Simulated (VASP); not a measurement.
# GaP (I-4m2) in VASP: further runs

The runs below take GaP through single point, with r2SCAN.

All numbers are computed with VASP 6.6.1; they aren't measurements. Logs are shortened: lines on timing, memory, paths and dates and some standing lists are left out, and cuts for length are marked.

## Step 1: The cell of the first run

The structure is tetragonal, space group I-4m2 (No. 119). Conventional cell: a = 3.854 Å, b = 3.854 Å, c = 5.287 Å, α = 90.00°, β = 90.00°, γ = 90.00°. Ga (site symmetry -4m2) has 4 P at 2.34 Å within 3.1 Å. Within 3.1 Å of P (site symmetry -4m2) lie 4 Ga at 2.34 Å.

## Step 2: Single point, r2SCAN (strain -0.0300 x Voigt [0, 1, 0, 0, 0, 0])

POSCAR reads:

```
GaP
1.0
    0.0000000000      2.6434925000      2.7252500000
    2.7252500000      0.0000000000      2.7252500000
    2.7252500000      2.6434925000      0.0000000000
Ga P
1 1
Direct
    0.0000000000      0.0000000000      0.0000000000
    0.7500000000      0.7500000000      0.7500000000
```

INCAR.step1 reads:

```
  PREC = Accurate
  ENCUT = 520
  ISMEAR = 0
  SIGMA = 0.05
  LREAL = F
  LASPH = T
  NELM = 60
  NBANDS = 16
  GGA = PE
  ALGO = Normal
  EDIFF = 1E-4
  LWAVE = T
  LCHARG = F
```

INCAR.step2 reads:

```
  PREC = Accurate
  ENCUT = 520
  EDIFF = 1E-6
  ISMEAR = 0
  SIGMA = 0.05
  LREAL = F
  LASPH = T
  NELM = 60
  ALGO = Normal
  ISIF = 2
  LWAVE = F
  LCHARG = T
  METAGGA = R2SCAN
  LMIXTAU = T
  LELF = T
  LVHAR = T
  NBANDS = 16
  ISTART = 1
```

KPOINTS reads:

```
Automatic mesh
0
Gamma
  8 8 8
```

Potentials or basis: VASP PAW PBE potentials, release 64 (Ga_d, P).

On the command line:

```console
> cat potpaw_PBE.64/Ga_d/POTCAR potpaw_PBE.64/P/POTCAR > POTCAR
> cp INCAR.step1 INCAR
> mpirun -np 1 vasp_std > vasp.out
> cp INCAR.step2 INCAR
> mpirun -np 1 vasp_std > vasp.out
```

OUTCAR:

```text
PREC = Accurate
   ENCUT = 520
   EDIFF = 1E-6
   ISMEAR = 0
   LREAL = F
   LASPH = T
   NELM = 60
   ISIF = 2
   METAGGA = R2SCAN
   ISTART = 1

 ion  position               nearest neighbor table
   1  0.000  0.000  0.000-   2 2.34   2 2.34   2 2.34   2 2.34
   2  0.750  0.750  0.750-   1 2.34   1 2.34   1 2.34   1 2.34

  LATTYP: Found a body centered tetragonal cell.
 ALAT       =     3.8540855109
 C/A-ratio  =     1.3717871555

  Lattice vectors:

 A1 = (   0.0000000000,  -2.6434925000,   2.7252500000)
 A2 = (   0.0000000000,  -2.6434925000,  -2.7252500000)
 A3 = (   2.7252500000,   2.6434925000,   0.0000000000)

Analysis of symmetry for initial positions (statically):
=====================================================================
 Subroutine PRICEL returns:
 Original cell was already a primitive cell.

 Routine SETGRP: Setting up the symmetry group for a
 body centered tetragonal supercell.

 Subroutine GETGRP returns: Found  8 space group operations
 (whereof  8 operations were pure point group operations)
 out of a pool of 16 trial point group operations.

The static configuration has the point symmetry D_2d.

Analysis of symmetry for dynamics (positions and initial velocities):
=====================================================================
 Subroutine PRICEL returns:
 Original cell was already a primitive cell.

 Routine SETGRP: Setting up the symmetry group for a
 body centered tetragonal supercell.

 Subroutine GETGRP returns: Found  8 space group operations
 (whereof  8 operations were pure point group operations)
 out of a pool of 16 trial point group operations.

The dynamic configuration has the point symmetry D_2d.

 Subroutine INISYM returns: Found  8 space group operations
 (whereof  8 operations are pure point group operations),
 and found     1 'primitive' translations

----------------------------------------------------------------------------------------

                                     Primitive cell

  volume of cell :      39.2664

  direct lattice vectors                    reciprocal lattice vectors
     0.000000000  2.643492500  2.725250000    -0.183469406  0.189143718  0.183469406
     2.725250000  0.000000000  2.725250000     0.183469406 -0.189143718  0.183469406
     2.725250000  2.643492500  0.000000000     0.183469406  0.189143718 -0.183469406

  length of vectors
     3.796714390  3.854085511  3.796714390     0.321087826  0.321087826  0.321087826

  position of ions in fractional coordinates (direct lattice)
     0.000000000  0.000000000  0.000000000
     0.750000000  0.750000000  0.750000000

  ion indices of the primitive-cell ions
   primitive index   ion index
                 1           1
                 2           2

----------------------------------------------------------------------------------------

 KPOINTS: Automatic mesh

Automatic generation of k-mesh.
 Grid dimensions read from file:
 generate k-points for:    8    8    8

 Generating k-lattice:

  Cartesian coordinates                     Fractional coordinates (reciprocal lattice)
    -0.022933676  0.023642965  0.022933676     0.125000000  0.000000000  0.000000000
     0.022933676 -0.023642965  0.022933676     0.000000000  0.125000000  0.000000000
     0.022933676  0.023642965 -0.022933676     0.000000000  0.000000000  0.125000000

  Length of vectors
     0.040135978  0.040135978  0.040135978

  Shift w.r.t. Gamma in fractional coordinates (k-lattice)
     0.000000000  0.000000000  0.000000000

 Subroutine IBZKPT returns following result:
 ===========================================

 Found     59 irreducible k-points:

 Following reciprocal coordinates:
            Coordinates               Weight
  0.000000  0.000000  0.000000      1.000000
  0.125000  0.000000  0.000000      8.000000
  0.250000  0.000000  0.000000      8.000000
  0.375000  0.000000  0.000000      8.000000
  0.500000  0.000000  0.000000      4.000000
  0.125000  0.125000  0.000000      4.000000
[... 16 lines left out ...]
  0.250000  0.000000  0.125000      8.000000
  0.375000  0.000000  0.125000      8.000000
 [... further k-points ...]
   k-points           NKPTS =     59   k-points in BZ     NKDIM =     59   number of bands    NBANDS=     16
   number of dos      NEDOS =    301   number of ions     NIONS =      2
   total plane-waves  NPLWV =  23520
   dimension x,y,z NGX =    28 NGY =   30 NGZ =   28
   dimension x,y,z NGXF=    56 NGYF=   60 NGZF=   56
   ions per type =               1   1
   NGX,Y,Z   is equivalent  to a cutoff of  12.26, 12.94, 12.26 a.u.
   NGXF,Y,Z  is equivalent  to a cutoff of  24.52, 25.88, 24.52 a.u.
 SYSTEM =  unknown system
   PREC   = accura    normal or accurate (medium, high low for compatibility)
   ISTART =      1    job   : 0-new  1-cont  2-samecut
   ICHARG =      0    charge: 1-file 2-atom 10-const
   ISPIN  =      1    spin polarized calculation?
   LNONCOLLINEAR =      F non collinear calculations
   LSORBIT =      F    spin-orbit coupling
   LASPH  =      T    aspherical Exc in radial PAW
   ENCUT  =  520.0 eV  38.22 Ry    6.18 a.u.   7.06  7.17  7.06*2*pi/ulx,y,z
   NELM   =     60;   NELMIN=  2; NELMDL=  0     # of ELM steps
   EDIFF  = 0.1E-05   stopping-criterion for ELM
   LREAL  =      F    real-space projection
   EDIFFG = 0.1E-04   stopping-criterion for IOM
   NSW    =      0    number of steps for IOM
   IBRION =     -1    ionic relax: 0-MD 1-quasi-New 2-CG
   NFREE  =      0    steps in history (QN), initial steepest desc. (CG)
   ISIF   =      2    stress and relaxation
   ISYM   =      2    0-nonsym 1-usesym 2-fastsym
   POTIM  = 0.5000    time-step for ionic-motion
   TEBEG  =    0.0;   TEEND  =   0.0 temperature during run
   PSTRESS=    0.0 pullay stress
   NELECT =      18.0000    total number of electrons
   NUPDOWN=      -1.0000    fix difference up-down
   EMIN   =  10.00;   EMAX   =-10.00  energy-range for DOS
   EFERMI =   0.00;   METHOD = LEGACY
   ISMEAR =     0;   SIGMA  =   0.05  broadening in eV -4-tet -1-fermi 0-gaus
   EFERMI_NEDOS =   21; number of points for ismear=-14 and -15
   IALGO  =     38    algorithm
   IMIX   =      4    mixing-type and parameters
     AMIX     =   0.40;   BMIX     =  1.00
     AMIX_MAG =   1.60;   BMIX_MAG =  1.00
  volume/ion in A,a.u.               =      19.63       132.49
  Fermi-wavevector in a.u.,A,eV,Ry     =   1.262289  2.385380 21.679157  1.593373
  Thomas-Fermi vector in A             =   2.395705
   LORBIT       =      0    0 simple, 1 ext, 2 COOP (PROOUT), +10 PAW based schemes
   METAGGA = R2SCAN    functional components
   LHFCALC =     F    Hartree Fock is set to
   AEXX    =    0.0000 exact exchange contribution
   IVDW    =     0    specifies the selected vdW correction
   LEPSILON=     F    determine dielectric tensor
   LRPA    =     F    only Hartree local field effects (RPA)
 non-spin polarized calculation
 Gauss-broadening in eV      SIGMA  =   0.05
  energy-cutoff  :      520.00
  volume of cell :       39.27
 maximum number of plane-waves:      1078
   NGX = 15   NGY = 15   NGZ = 15

 number of electron      17.9999995 magnetization

 Free energy of the ion-electron system (eV)
  ---------------------------------------------------
  ext. energy  EPLUGINS =         0.00000000
  ---------------------------------------------------
  free energy    TOTEN  =       -21.44646043 eV

  energy without entropy =      -21.44646043  energy(sigma->0) =      -21.44646043

 E-fermi :   5.1939     XC(G=0): -10.6993

 val. band max:        4.8985381254   @ k =   0.0000   0.0000   0.0000
 cond. band min:       6.4394735193   @ k =   0.3750   0.0000   0.3750
 fundamental gap:      1.5409353939
 Fermi energy:         5.1938903902

 k-point     1 :       0.0000    0.0000    0.0000
  band No.  band energies     occupation
      1     -10.2664      2.00000
      2     -10.2659      2.00000
      3     -10.2572      2.00000
      4     -10.1423      2.00000
      5     -10.1377      2.00000
      6      -8.4798      2.00000
[... 8 lines left out ...]
     15      14.8060      0.00000
     16      15.3669      0.00000

 k-point     2 :       0.1250    0.0000    0.0000
  band No.  band energies     occupation
      1     -10.2829      2.00000
      2     -10.2602      2.00000
      3     -10.2543      2.00000
      4     -10.1426      2.00000
      5     -10.1373      2.00000
      6      -8.2569      2.00000
[... 8 lines left out ...]
     15      14.6272      0.00000
     16      15.3440      0.00000

 k-point     3 :       0.2500    0.0000    0.0000
  band No.  band energies     occupation
      1     -10.3220      2.00000
      2     -10.2482      2.00000
      3     -10.2428      2.00000
      4     -10.1420      2.00000
      5     -10.1349      2.00000
      6      -7.6290      2.00000
[... 8 lines left out ...]
     15      14.3212      0.00000
     16      15.4937      0.00000

 k-point     4 :       0.3750    0.0000    0.0000
  band No.  band energies     occupation
      1     -10.3556      2.00000
      2     -10.2388      2.00000
      3     -10.2335      2.00000
      4     -10.1388      2.00000
      5     -10.1295      2.00000
      6      -6.7533      2.00000
[... 8 lines left out ...]
     15      15.6749      0.00000
     16      15.7111      0.00000
[... 324 lines left out ...]
 k-point    22 :       0.1250    0.0000    0.1250
  band No.  band energies     occupation
      1     -10.2884      2.00000
      2     -10.2553      2.00000
      3     -10.2548      2.00000
      4     -10.1481      2.00000
      5     -10.1335      2.00000
      6      -8.1723      2.00000
[... 8 lines left out ...]
     15      15.0820      0.00000
     16      15.8082      0.00000

 k-point    23 :       0.2500    0.0000    0.1250
  band No.  band energies     occupation
      1     -10.3218      2.00000
      2     -10.2433      2.00000
      3     -10.2421      2.00000
      4     -10.1525      2.00000
      5     -10.1292      2.00000
      6      -7.6700      2.00000
[... 8 lines left out ...]
     15      15.2309      0.00000
     16      16.7600      0.00000

 k-point    24 :       0.3750    0.0000    0.1250
  band No.  band energies     occupation
      1     -10.3534      2.00000
      2     -10.2330      2.00000
      3     -10.2315      2.00000
      4     -10.1514      2.00000
      5     -10.1249      2.00000
      6      -6.8543      2.00000
[... 8 lines left out ...]
     15      16.3939      0.00000
     16      16.5021      0.00000

 [... further k-points ...]
[... 5 lines left out ...]
  --------------------------------------------------------------------------------------
  -------------------------------------------------------------------------------------
  Total        0.5006513      1.0806743      0.5006513      0.0000000      0.0000000      0.0000000
  in kB       20.4279694     44.0945219     20.4279694      0.0000000      0.0000000      0.0000000
  external PRESSURE =      28.3168202 kB  Pullay stress =       0.0000000 kB

 VOLUME and BASIS-vectors are now :
 -----------------------------------------------------------------------------
  energy-cutoff  :      520.00
  volume of cell :       39.27
      direct lattice vectors                 reciprocal lattice vectors
     0.000000000  2.643492500  2.725250000    -0.183469406  0.189143718  0.183469406
     2.725250000  0.000000000  2.725250000     0.183469406 -0.189143718  0.183469406
     2.725250000  2.643492500  0.000000000     0.183469406  0.189143718 -0.183469406

 POSITION                                       TOTAL-FORCE (eV/Angst)
 -----------------------------------------------------------------------------------
      0.00000      0.00000      0.00000         0.000000     -0.000000      0.000000
      4.08788      3.96524      4.08788        -0.000000      0.000000     -0.000000
 -----------------------------------------------------------------------------------
    total drift:                                0.000129      0.000577      0.000129

  FREE ENERGIE OF THE ION-ELECTRON SYSTEM (eV)
  ---------------------------------------------------
  free  energy   TOTEN  =       -21.4464604270 eV

  energy  without entropy=      -21.4464604270  energy(sigma->0) =      -21.44646043
```

It took 3.2 min on 1 thread of Intel Xeon 8259CL, shared host; peak memory 0.19 GiB.

What came out:

- Free energy: -21.4465 eV
- Pressure: 2.8 GPa
- Band gap on the k mesh: 1.54 eV (least direct gap 2.49 eV)

Stress tensor (GPa, compression positive):
```
2.04 0.00 0.00
0.00 4.41 0.00
0.00 0.00 2.04
```

Levels at points of the mesh, in eV from the valence-band top:
| k point | band 5 | band 6 | band 7 | band 8 | band 9 | band 10 | band 11 | band 12 | band 13 | band 14 |
| --- | --- | --- | --- | --- | --- | --- | --- | --- | --- | --- |
| (0.00, 0.00, 0.00) | -15.04 | -13.38 | -0.18 | -0.18 | 0.00 | 2.49 | 4.02 | 4.09 | 4.09 | 9.49 |
| (0.50, 0.00, 0.00) | -15.02 | -11.11 | -7.15 | -1.47 | -1.20 | 2.00 | 4.81 | 5.08 | 8.79 | 11.73 |
| (0.50, 0.50, 0.00) | -15.01 | -10.18 | -7.30 | -2.96 | -2.94 | 1.81 | 2.06 | 11.37 | 11.44 | 12.07 |
| (0.50, 0.00, 0.50) | -15.01 | -10.03 | -7.08 | -3.18 | -3.18 | 1.58 | 1.75 | 11.45 | 11.45 | 12.39 |

Caveat: the cell differs from its parent crystal (strain -0.0300 x Voigt [0, 1, 0, 0, 0, 0]); the PAW data sets were made with another functional, which shifts forces and pressure a little.

## Step 3: Single point, r2SCAN (strain -0.0150 x Voigt [0, 1, 0, 0, 0, 0])

POSCAR reads:

```
GaP
1.0
    0.0000000000      2.6843712500      2.7252500000
    2.7252500000      0.0000000000      2.7252500000
    2.7252500000      2.6843712500      0.0000000000
Ga P
1 1
Direct
    0.0000000000      0.0000000000      0.0000000000
    0.7500000000      0.7500000000      0.7500000000
```

INCAR.step1 reads:

```
ALGO     = Normal         # electronic algorithm
EDIFF    = 1E-4           # SCF threshold, eV
ENCUT    = 520            # plane-wave cutoff, eV
GGA      = PE             # functional
ISMEAR   = 0              # smearing method
LASPH    = T              # aspherical terms in the spheres
LCHARG   = F              # write CHGCAR
LREAL    = F              # projectors in reciprocal space
LWAVE    = T              # write WAVECAR
NBANDS   = 16             # bands
NELM     = 60             # most SCF steps
PREC     = Accurate       # precision mode
SIGMA    = 0.05           # smearing width, eV
```

INCAR.step2 reads:

```
ALGO     = Normal         # electronic algorithm
EDIFF    = 1E-6           # SCF threshold, eV
ENCUT    = 520            # plane-wave cutoff, eV
ISIF     = 2              # what is computed and relaxed
ISMEAR   = 0              # smearing method
ISTART   = 1            
LASPH    = T              # aspherical terms in the spheres
LCHARG   = F              # write CHGCAR
LMIXTAU  = T            
LREAL    = F              # projectors in reciprocal space
LWAVE    = F              # write WAVECAR
METAGGA  = R2SCAN         # meta-GGA
NBANDS   = 16             # bands
NELM     = 60             # most SCF steps
PREC     = Accurate       # precision mode
SIGMA    = 0.05           # smearing width, eV
```

KPOINTS reads:

```
k-points
0
Gamma
  8 8 8
```

Potentials or basis: VASP PAW PBE potentials, release 64 (Ga_d, P).

On the command line:

```console
> cat potpaw_PBE.64/Ga_d/POTCAR potpaw_PBE.64/P/POTCAR > POTCAR
> cp INCAR.step1 INCAR
> mpirun -np 1 vasp_std > vasp.out
> cp INCAR.step2 INCAR
> mpirun -np 1 vasp_std > vasp.out
```

OUTCAR:

```text
EDIFF = 1E-6
   ENCUT = 520
   ISIF = 2
   ISMEAR = 0
   ISTART = 1
   LASPH = T
   LREAL = F
   METAGGA = R2SCAN
   NELM = 60
   PREC = Accurate

 ion  position               nearest neighbor table
   1  0.000  0.000  0.000-   2 2.35   2 2.35   2 2.35   2 2.35
   2  0.750  0.750  0.750-   1 2.35   1 2.35   1 2.35   1 2.35

  LATTYP: Found a body centered tetragonal cell.
 ALAT       =     3.8540855109
 C/A-ratio  =     1.3930003589

  Lattice vectors:

 A1 = (   0.0000000000,  -2.6843712500,   2.7252500000)
[... 626 lines left out ...]
      4     -10.2864      2.00000
      5     -10.2659      2.00000
      6      -6.9417      2.00000
[... 8 lines left out ...]
     15      16.1607      0.00000
     16      16.2249      0.00000

 [... further k-points ...]
[... 5 lines left out ...]
  --------------------------------------------------------------------------------------
  -------------------------------------------------------------------------------------
  Total        0.2360119      0.5453427      0.2360119      0.0000000     -0.0000000      0.0000000
  in kB        9.4832944     21.9126469      9.4832944      0.0000000     -0.0000000      0.0000000
  external PRESSURE =      13.6264119 kB  Pullay stress =       0.0000000 kB

 VOLUME and BASIS-vectors are now :
 -----------------------------------------------------------------------------
  energy-cutoff  :      520.00
  volume of cell :       39.87
      direct lattice vectors                 reciprocal lattice vectors
     0.000000000  2.684371250  2.725250000    -0.183469406  0.186263357  0.183469406
     2.725250000  0.000000000  2.725250000     0.183469406 -0.186263357  0.183469406
     2.725250000  2.684371250  0.000000000     0.183469406  0.186263357 -0.183469406

 POSITION                                       TOTAL-FORCE (eV/Angst)
 -----------------------------------------------------------------------------------
      0.00000      0.00000      0.00000        -0.000000      0.000000     -0.000000
      4.08788      4.02656      4.08788         0.000000     -0.000000      0.000000
 -----------------------------------------------------------------------------------
    total drift:                                0.000168      0.000397      0.000168

  FREE ENERGIE OF THE ION-ELECTRON SYSTEM (eV)
  ---------------------------------------------------
  free  energy   TOTEN  =       -21.4589075724 eV

  energy  without entropy=      -21.4589075724  energy(sigma->0) =      -21.45890757
```

Wall time 3.6 min (1 thread of Intel Xeon 8259CL, shared host); peak memory 0.19 GiB.

Results:

```
Free energy            : -21.4589 eV
Pressure               : 1.4 GPa
Band gap on the k mesh : 1.72 eV (least direct gap 2.42 eV)
```

Caveat: the cell differs from its parent crystal (strain -0.0150 x Voigt [0, 1, 0, 0, 0, 0]); the PAW data sets were made with another functional, which shifts forces and pressure a little. A k mesh can miss the band edges.

(Part 1 of 2 ends here.)
